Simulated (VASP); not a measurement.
# Si5N (Cm) in VASP: notebook

Runs on Si5N. Level: PBE. Tasks: relaxation of cell and atoms.

All numbers are computed with VASP 6.6.1; they aren't measurements. Logs are shortened: lines on timing, memory, paths and dates and some standing lists are left out, and cuts for length are marked.

**1. The cell of the first run**

Symmetry: Cm, No. 8, monoclinic system. The conventional cell has a = 6.772 Å, b = 3.663 Å, c = 8.767 Å, α = 90.00°, β = 101.17°, γ = 90.00°. Within 3.2 Å of Si (site symmetry m) lie 5 Si at 2.31 to 3.14 Å. Si (site symmetry m) has 4 Si at 2.32 to 2.37 Å within 3.1 Å. Within 3.1 Å of Si (site symmetry m) lie 4 Si at 2.32 to 2.38 Å. Within 2.5 Å of Si (site symmetry m) lie 2 N at 1.91 Å and 1 Si at 2.38 Å. Si (site symmetry m) has 1 N at 1.80 Å and 3 Si at 2.31 to 2.35 Å within 2.4 Å. Within 2.4 Å of N (site symmetry m) lie 3 Si at 1.80 to 1.91 Å.

**2. Relaxation of cell and atoms, PBE**

INCAR reads:

```
SYSTEM = Si5N
PREC = Accurate ; ENCUT = 600
EDIFF = 1E-7 ; ISMEAR = 0
SIGMA = 0.1 ; LREAL = .False.
LASPH = .True. ; NELM = 80
ALGO = Normal ; ISIF = 3
LWAVE = .False. ; LCHARG = .False.
GGA = PE ; IBRION = 2
NSW = 100 ; EDIFFG = -0.01
```

KPOINTS reads:

```
regular mesh
0
Gamma
  10 10 4
  0 0 0
```

POSCAR reads:

```
Si5N
1.0
    3.3862096575     -1.8313242309      0.0000000000
    3.3862096575      1.8313242309      0.0000000000
   -1.6977156686      0.0000000000      8.6007438729
Si N
5 1
Direct
    0.3689083998      0.3689083998      0.6916901593
    0.2984434318      0.2984434318      0.4158690344
    0.6016067854      0.6016067854      0.3213560008
    0.5674368917      0.5674368917      0.0459732797
    0.0653303282      0.0653303282      0.7833032894
    0.0980481514      0.0980481514      0.9918082365
```

Potentials or basis: VASP PAW PBE potentials, release 64 (Si, N).

The run is started by

```sh
cat potpaw_PBE.64/Si/POTCAR potpaw_PBE.64/N/POTCAR > POTCAR
mpirun -np 1 vasp_std > vasp.out
```

OUTCAR:

```text
SYSTEM = Si5N
   PREC = Accurate
   ENCUT = 600
   EDIFF = 1E-7
   ISMEAR = 0
   LREAL = .False.
   LASPH = .True.
   NELM = 80
   ISIF = 3
   GGA = PE
   IBRION = 2
   NSW = 100
   EDIFFG = -0.01

 ion  position               nearest neighbor table
   1  0.369  0.369  0.692-   5 2.31   5 2.31   5 2.35   2 2.37   4 3.14
   2  0.298  0.298  0.416-   3 2.32   3 2.32   3 2.36   1 2.37
   3  0.602  0.602  0.321-   2 2.32   2 2.32   2 2.36   4 2.38
   4  0.567  0.567  0.046-   6 1.91   6 1.91   3 2.38   5 2.94   5 2.94   1 3.14
   5  0.065  0.065  0.783-   6 1.80   1 2.31   1 2.31   1 2.35   4 2.94   4 2.94
   6  0.098  0.098  0.992-   5 1.80   4 1.91   4 1.91

  LATTYP: Found a base centered monoclinic cell.
 ALAT       =     6.7724193150
 B/A-ratio  =     0.5408183238
 C/A-ratio  =     1.2944709806
 COS(beta)  =    -0.1936550373

  Lattice vectors:

 A1 = (   3.3862096575,  -1.8313242309,   0.0000000000)
 A2 = (   3.3862096575,   1.8313242309,   0.0000000000)
 A3 = (  -1.6977156686,   0.0000000000,   8.6007438729)

Analysis of symmetry for initial positions (statically):
=====================================================================
 Subroutine PRICEL returns:
 Original cell was already a primitive cell.

 Routine SETGRP: Setting up the symmetry group for a
 base centered monoclinic supercell.

 Subroutine GETGRP returns: Found  2 space group operations
 (whereof  2 operations were pure point group operations)
 out of a pool of  4 trial point group operations.

The static configuration has the point symmetry C_1h.

Analysis of symmetry for dynamics (positions and initial velocities):
=====================================================================
 Subroutine PRICEL returns:
 Original cell was already a primitive cell.

 Routine SETGRP: Setting up the symmetry group for a
 base centered monoclinic supercell.

 Subroutine GETGRP returns: Found  2 space group operations
 (whereof  2 operations were pure point group operations)
 out of a pool of  4 trial point group operations.

The dynamic configuration has the point symmetry C_1h.

 Subroutine INISYM returns: Found  2 space group operations
 (whereof  2 operations are pure point group operations),
 and found     1 'primitive' translations

----------------------------------------------------------------------------------------

                                     Primitive cell

  volume of cell :     106.6707

  direct lattice vectors                    reciprocal lattice vectors
     3.386209657 -1.831324231  0.000000000     0.147657721 -0.273026475  0.029146412
     3.386209657  1.831324231  0.000000000     0.147657721  0.273026475  0.029146412
    -1.697715669  0.000000000  8.600743873     0.000000000  0.000000000  0.116269013

  length of vectors
     3.849696648  3.849696648  8.766700272     0.311762365  0.311762365  0.116269013

  position of ions in fractional coordinates (direct lattice)
     0.368908400  0.368908400  0.691690159
     0.298443432  0.298443432  0.415869034
     0.601606785  0.601606785  0.321356001
     0.567436892  0.567436892  0.045973280
     0.065330328  0.065330328  0.783303289
     0.098048151  0.098048151  0.991808236

  ion indices of the primitive-cell ions
   primitive index   ion index
                 1           1
                 2           2
                 3           3
                 4           4
                 5           5
                 6           6

----------------------------------------------------------------------------------------

 KPOINTS: regular mesh

Automatic generation of k-mesh.
 Grid dimensions read from file:
 generate k-points for:   10   10    4

 Generating k-lattice:

  Cartesian coordinates                     Fractional coordinates (reciprocal lattice)
     0.014765772 -0.027302648  0.002914641     0.100000000 -0.000000000 -0.000000000
     0.014765772  0.027302648  0.002914641    -0.000000000  0.100000000 -0.000000000
     0.000000000  0.000000000  0.029067253     0.000000000  0.000000000  0.250000000

  Length of vectors
     0.031176236  0.031176236  0.029067253

  Shift w.r.t. Gamma in fractional coordinates (k-lattice)
     0.000000000  0.000000000  0.000000000

 Subroutine IBZKPT returns following result:
 ===========================================

 Found    117 irreducible k-points:

 Following reciprocal coordinates:
            Coordinates               Weight
  0.000000  0.000000  0.000000      1.000000
  0.100000  0.000000  0.000000      4.000000
  0.200000  0.000000  0.000000      4.000000
  0.300000  0.000000  0.000000      4.000000
  0.400000  0.000000 -0.000000      4.000000
  0.500000 -0.000000  0.000000      2.000000
[... 16 lines left out ...]
  0.300000  0.300000  0.000000      2.000000
  0.400000  0.300000  0.000000      4.000000
 [... further k-points ...]
   k-points           NKPTS =    117   k-points in BZ     NKDIM =    117   number of bands    NBANDS=     16
[... 30 lines left out ...]
   EMIN   =  10.00;   EMAX   =-10.00  energy-range for DOS
   EFERMI =   0.00;   METHOD = LEGACY
   ISMEAR =     0;   SIGMA  =   0.10  broadening in eV -4-tet -1-fermi 0-gaus
   EFERMI_NEDOS =   21; number of points for ismear=-14 and -15
   IALGO  =     38    algorithm
   IMIX   =      4    mixing-type and parameters
     AMIX     =   0.40;   BMIX     =  1.00
     AMIX_MAG =   1.60;   BMIX_MAG =  1.00
  volume/ion in A,a.u.               =      17.78       119.97
  Fermi-wavevector in a.u.,A,eV,Ry     =   1.009345  1.907386 13.861318  1.018778
  Thomas-Fermi vector in A             =   2.142268
   LORBIT       =      0    0 simple, 1 ext, 2 COOP (PROOUT), +10 PAW based schemes
   GGA     = PE    functional components
   LHFCALC =     F    Hartree Fock is set to
   AEXX    =    0.0000 exact exchange contribution
   IVDW    =     0    specifies the selected vdW correction
   LEPSILON=     F    determine dielectric tensor
   LRPA    =     F    only Hartree local field effects (RPA)
 conjugate gradient relaxation of ions
 non-spin polarized calculation
 Gauss-broadening in eV      SIGMA  =   0.10
  energy-cutoff  :      600.00
  volume of cell :      106.67
 maximum number of plane-waves:      3580
   NGX = 15   NGY = 15   NGZ = 35

--------------------------------------- Ionic step        1  -------------------------------------------

 number of electron      25.0000000 magnetization

 Free energy of the ion-electron system (eV)
  ---------------------------------------------------
  ext. energy  EPLUGINS =         0.00000000
  ---------------------------------------------------
  free energy    TOTEN  =       -34.50461822 eV

  energy without entropy =      -34.49458200  energy(sigma->0) =      -34.49960011

------------------------ aborting loop because EDIFF is reached ----------------------------------------

  FORCE on cell =-STRESS in cart. coord.  units (eV):
  Direction    XX          YY          ZZ          XY          YZ          ZX
  --------------------------------------------------------------------------------------
  -------------------------------------------------------------------------------------
  Total        0.0565382     -0.7146937      0.0279775      0.0000000      0.0000000      0.0170592
  in kB        0.8491945    -10.7345894      0.4202179      0.0000000      0.0000000      0.2562261
  external PRESSURE =      -3.1550590 kB  Pullay stress =       0.0000000 kB
[... 101 lines left out ...]
  FREE ENERGIE OF THE ION-ELECTRON SYSTEM (eV)
  ---------------------------------------------------
  free  energy   TOTEN  =       -34.5092910437 eV

  energy  without entropy=      -34.5002805652  energy(sigma->0) =      -34.50478580

[... ionic steps 4 to 36 ...]

--------------------------------------- Ionic step       37  -------------------------------------------

 number of electron      25.0000000 magnetization

------------------------ aborting loop because EDIFF is reached ----------------------------------------

  FORCE on cell =-STRESS in cart. coord.  units (eV):
  Direction    XX          YY          ZZ          XY          YZ          ZX
  --------------------------------------------------------------------------------------
  -------------------------------------------------------------------------------------
  Total        0.0003211     -0.0179196     -0.0048195      0.0000000      0.0000000      0.0081604
  in kB        0.0048770     -0.2721429     -0.0731929      0.0000000      0.0000000      0.1239316
  external PRESSURE =      -0.1134863 kB  Pullay stress =       0.0000000 kB
[... 65 lines left out ...]
  energy  without entropy=      -34.5081734629  energy(sigma->0) =      -34.51236195

--------------------------------------- Ionic step       39  -------------------------------------------

 number of electron      25.0000000 magnetization

 Free energy of the ion-electron system (eV)
  ---------------------------------------------------
  ext. energy  EPLUGINS =         0.00000000
  ---------------------------------------------------
  free energy    TOTEN  =       -34.51656474 eV

  energy without entropy =      -34.50817638  energy(sigma->0) =      -34.51237056

 E-fermi :   6.2301     XC(G=0):  -9.6570

 val. band max:        6.2270663717   @ k =  -0.1000   0.3000   0.2500
 cond. band min:       6.2321185378   @ k =   0.0000   0.0000   0.5000
 fundamental gap:      0.0050521661
 Fermi energy:         6.2300587378

 k-point     1 :       0.0000    0.0000    0.0000
  band No.  band energies     occupation
      1     -10.3959      2.00000
      2      -5.4784      2.00000
      3      -4.7617      2.00000
      4      -0.7000      2.00000
      5       0.3607      2.00000
      6       0.3797      2.00000
[... 8 lines left out ...]
     15       8.1692      0.00000
     16       9.1929      0.00000
[... 420 lines left out ...]
  band No.  band energies     occupation
      1     -10.0589      2.00000
      2      -4.2481      2.00000
      3      -3.3837      2.00000
      4      -1.3649      2.00000
      5      -0.4876      2.00000
      6      -0.0064      2.00000
[... 8 lines left out ...]
     15       8.5396      0.00000
     16       9.2257      0.00000

 [... further k-points ...]
[... 5 lines left out ...]
  --------------------------------------------------------------------------------------
  -------------------------------------------------------------------------------------
  Total        0.0094393      0.0035438      0.0157680      0.0000000      0.0000000      0.0202241
  in kB        0.1433835      0.0538311      0.2395168      0.0000000      0.0000000      0.3072050
  external PRESSURE =       0.1455771 kB  Pullay stress =       0.0000000 kB
[... 21 lines left out ...]
  FREE ENERGIE OF THE ION-ELECTRON SYSTEM (eV)
  ---------------------------------------------------
  free  energy   TOTEN  =       -34.5165647385 eV

  energy  without entropy=      -34.5081763824  energy(sigma->0) =      -34.51237056

 reached required accuracy - stopping structural energy minimisation
```

It took 66 min on 1 thread of Intel Xeon Platinum 8259CL at 2.50GHz (Skylake/Cascade Lake), shared host; peak memory 0.42 GiB.

What came out:

```
Free energy                           : -34.5166 eV
Relaxed volume                        : 17.58 Å³/atom
Relaxed cell                          : a = 3.845 Å, b = 3.845 Å, c = 8.793 Å, α = 100.70°, β = 100.70°, γ = 56.09°
Space group after relaxing (to 0.1 Å) : Cm (No. 8)
Energy gained by relaxing             : 2.0 meV/atom
Ionic steps                           : 39
Pressure after relaxing               : 0.0 GPa
Largest force after relaxing          : 0.009 eV/Å
Band gap on the k mesh                : zero (an odd number of electrons rules out a gap without spin polarisation)
```

Forces on the atoms (eV/Å):
```
Si  -0.001  0.000  0.003
Si  -0.002  0.000 -0.002
Si  -0.008  0.000  0.001
Si   0.007  0.000 -0.005
Si   0.000  0.000  0.007
N    0.003  0.000 -0.005
```

Step by step:
```
step  energy change (eV)  largest force (eV/Å)  pressure (GPa)  volume (Å³)
   1              0.0000                0.2050           -0.32       106.67
   2             -0.0044                0.1302            0.22       106.13
   3             -0.0047                0.1235            0.38       105.98
   4             -0.0074                0.0710            0.11       106.21
   5             -0.0076                0.0863            0.03       106.28
   6             -0.0083                0.0561           -0.03       106.38
   7             -0.0083                0.0556           -0.04       106.39
   8             -0.0085                0.0446           -0.05       106.37
   9             -0.0085                0.0460           -0.05       106.37
  10             -0.0088                0.0379            0.00       106.29
  11             -0.0091                0.0368            0.09       106.13
  12             -0.0095                0.0376           -0.02       106.20
  13             -0.0096                0.0547           -0.23       106.35
  14             -0.0097                0.0492           -0.17       106.30
  15             -0.0098                0.0392           -0.15       106.26
  16             -0.0102                0.0488           -0.10       106.15
  17             -0.0101                0.0982            0.00       105.93
  18             -0.0103                0.0671           -0.06       106.06
  19             -0.0106                0.0466           -0.02       105.94
  20             -0.0108                0.0322            0.05       105.72
  21             -0.0108                0.0287            0.04       105.75
  22             -0.0109                0.0250            0.01       105.76
  23             -0.0109                0.0358           -0.01       105.76
  24             -0.0110                0.0329           -0.03       105.76
  25             -0.0112                0.0263           -0.08       105.76
  26             -0.0112                0.0252           -0.10       105.76
  27             -0.0113                0.0281            0.01       105.61
  28             -0.0114                0.0330            0.08       105.52
  29             -0.0115                0.0212            0.06       105.51
  30             -0.0117                0.0466            0.02       105.48
  31             -0.0117                0.0347            0.01       105.49
  32             -0.0118                0.0290           -0.01       105.49
  33             -0.0118                0.0176            0.00       105.48
  34             -0.0119                0.0168            0.03       105.47
  35             -0.0119                0.0149            0.01       105.48
  36             -0.0119                0.0125           -0.02       105.51
  37             -0.0119                0.0104           -0.01       105.50
  38             -0.0119                0.0112            0.00       105.48
  39             -0.0119                0.0087            0.01       105.48
```

Final structure:
```
CELL_PARAMETERS angstrom
3.39358 -1.80778 -0.02926
3.39358 1.80778 -0.02926
-1.77577 0.00000 8.61174
ATOMIC_POSITIONS crystal
Si 0.37094 0.37094 0.69153
Si 0.29804 0.29804 0.41609
Si 0.59695 0.59695 0.32030
Si 0.55287 0.55287 0.04510
Si 0.07207 0.07207 0.78412
N 0.10891 0.10891 0.99285
```

Caveat: an odd number of electrons without spin polarisation forces a metal; a magnetic or distorted state may lie lower.

**3. Relaxation of cell and atoms, PBE**

This run uses another cell than the first one, of 16.73 Å³/atom.

INCAR reads:

```
PREC = Accurate
ENCUT = 600
EDIFF = 1E-6
ISMEAR = 0
SIGMA = 0.1
LREAL = False
LASPH = True
NELM = 100
ALGO = Normal
ISIF = 3
LWAVE = False
LCHARG = False
GGA = PE
IBRION = 2
NSW = 100
EDIFFG = -0.01
```

KPOINTS reads:

```
Automatic mesh
0
Gamma
  8 8 8
```

POSCAR reads:

```
Si5N
1.0
    3.6195139676     -3.1042929612      0.0000000000
    3.6195139676      3.1042929612      0.0000000000
   -0.3451263609      0.0000000000      4.4663186163
Si N
5 1
Direct
    0.4519390482      0.9701048987      0.0697828451
    0.9701048987      0.4519390482      0.0697828451
    0.1624277948      0.7849864087      0.3941574547
    0.7849864087      0.1624277948      0.3941574547
    0.5081735962      0.5081735962      0.7506048804
    0.2832862234      0.2832862234      0.8978521800
```

Potentials or basis: VASP PAW PBE potentials, release 64 (Si, N).

The run is started by

```sh
cat potpaw_PBE.64/Si/POTCAR potpaw_PBE.64/N/POTCAR > POTCAR
mpirun -np 1 vasp_std > vasp.out
```

Run time: 13 min. Hardware: 1 thread of Intel Xeon Platinum 8259CL at 2.50GHz (Skylake/Cascade Lake), shared host; peak memory 0.41 GiB.

Results (log left out):

* Free energy: -34.8145 eV
* Relaxed volume: 16.69 Å³/atom
* Relaxed cell: a = 4.766 Å, b = 4.766 Å, c = 4.476 Å, α = 93.18°, β = 93.18°, γ = 80.99°
* Space group after relaxing (to 0.1 Å): Cm (No. 8)
* Energy gained by relaxing: 0.2 meV/atom
* Ionic steps: 7
* Pressure after relaxing: 0.0 GPa
* Largest force after relaxing: 0.008 eV/Å
* Band gap on the k mesh: zero (an odd number of electrons rules out a gap without spin polarisation)

Forces in eV/Å, atoms in the order of the input:
```
Si   0.005  0.000  0.003
Si   0.005  0.000  0.003
Si  -0.008  0.001 -0.002
Si  -0.008 -0.001 -0.002
Si   0.006  0.000 -0.001
N   -0.001  0.000 -0.001
```

Step by step:
```
step  energy change (eV)  largest force (eV/Å)  pressure (GPa)  volume (Å³)
   1              0.0000                0.0684           -0.12       100.37
   2             -0.0008                0.0396            0.04       100.18
   3             -0.0008                0.0366            0.09       100.13
   4             -0.0012                0.0267           -0.03       100.18
   5             -0.0012                0.0341           -0.05       100.19
   6             -0.0012                0.0195            0.02       100.13
   7             -0.0013                0.0079            0.00       100.15
```

Final structure:
```yaml
crystal:
  lattice:
    - [3.62469, -3.09502, 0.00768]
    - [3.62469, 3.09502, 0.00768]
    - [-0.33615, 0.00000, 4.46297]
  atoms:
    - { symbol: Si, position: [0.45272, 0.97023, 0.07008] }
    - { symbol: Si, position: [0.97023, 0.45272, 0.07008] }
    - { symbol: Si, position: [0.16212, 0.78375, 0.39476] }
    - { symbol: Si, position: [0.78375, 0.16212, 0.39476] }
    - { symbol: Si, position: [0.50844, 0.50844, 0.75005] }
    - { symbol: N, position: [0.28366, 0.28366, 0.89660] }
```

Levels at points of the mesh, in eV from the Fermi level:
| k point | band 9 | band 10 | band 11 | band 12 | band 13 | band 14 | band 15 | band 16 |
| --- | --- | --- | --- | --- | --- | --- | --- | --- |
| (0.00, 0.00, 0.00) | -3.84 | -2.23 | -1.94 | -1.43 | 0.09 | 0.87 | 1.69 | 2.29 |
| (0.50, 0.00, 0.00) | -3.79 | -2.92 | -2.20 | -1.40 | -0.45 | 1.07 | 1.85 | 3.05 |
| (0.50, 0.50, 0.00) | -2.62 | -2.53 | -1.92 | -1.12 | -0.01 | 0.55 | 1.18 | 3.03 |
| (0.00, 0.00, 0.50) | -3.81 | -3.48 | -2.18 | -1.48 | 0.24 | 0.63 | 1.44 | 1.87 |
| (0.50, 0.00, 0.50) | -3.53 | -2.86 | -2.04 | -1.53 | -0.81 | 0.94 | 2.51 | 3.72 |
| (0.50, 0.50, 0.50) | -3.09 | -2.95 | -1.00 | 0.23 | 0.78 | 2.63 | 3.65 | 3.73 |

Caveat: an odd number of electrons without spin polarisation forces a metal; a magnetic or distorted state may lie lower.
